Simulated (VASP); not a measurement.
**TaN: single point with PBEsol**

TaN:

```
CELL_PARAMETERS angstrom
2.85090 0.00000 0.00000
-1.42545 2.46895 0.00000
0.00000 0.00000 2.87074
ATOMIC_POSITIONS crystal
Ta 0.33333 0.66667 0.50000
N 0.00000 0.00000 0.00000
```

```yaml
Program: VASP 6.6.1
Task: single point
Functional: PBEsol
Potentials_or_basis: VASP PAW PBE potentials, release 64 (Ta_pv, N)
Cutoff: 520 eV
k_mesh: 18 × 18 × 16
Occupations: gaussian, width 0.15 eV
Spin: no spin polarisation
Dipole_correction: no
Further_INCAR_settings: ALGO = Normal; EDIFF = 1e-07; NBANDS = 15
```

```
Pressure               : 21.0 GPa
Band gap on the k mesh : zero (band 8 reaches 9.14 eV, above the bottom of band 9 at 8.62 eV)
```

Stress tensor (GPa, compression positive):
```
26.14  0.00  0.00
 0.00 26.14  0.00
 0.00  0.00 10.59
```

Levels at points of the mesh, in eV from the Fermi level:
```
           k point  band 4  band 5  band 6  band 7  band 8  band 9  band 10  band 11  band 12  band 13
(0.00, 0.00, 0.00)  -18.14   -4.58   -4.58   -4.55   -3.08    3.00     3.80     3.80     4.37     4.37
(0.50, 0.00, 0.00)  -15.50   -8.59   -5.70   -3.75   -3.08    3.19     4.74     5.48     6.05     8.01
(0.00, 0.00, 0.50)  -15.15   -9.74   -3.69   -3.69   -0.10   -0.10     2.29     3.74     3.74     8.91
(0.50, 0.00, 0.50)  -16.03   -7.64   -6.42   -5.82   -0.24    4.68     6.11     6.48     7.82    11.07
```

Run time: 29 s on 1 thread of Intel(R) Xeon(R) 6975P-C (Granite Rapids) (shared host), peak memory 0.22 GiB.

Caveat: the PAW data sets were made with another functional, which shifts forces and pressure a little; spin-orbit coupling is left out, which moves the levels of the heavy elements.
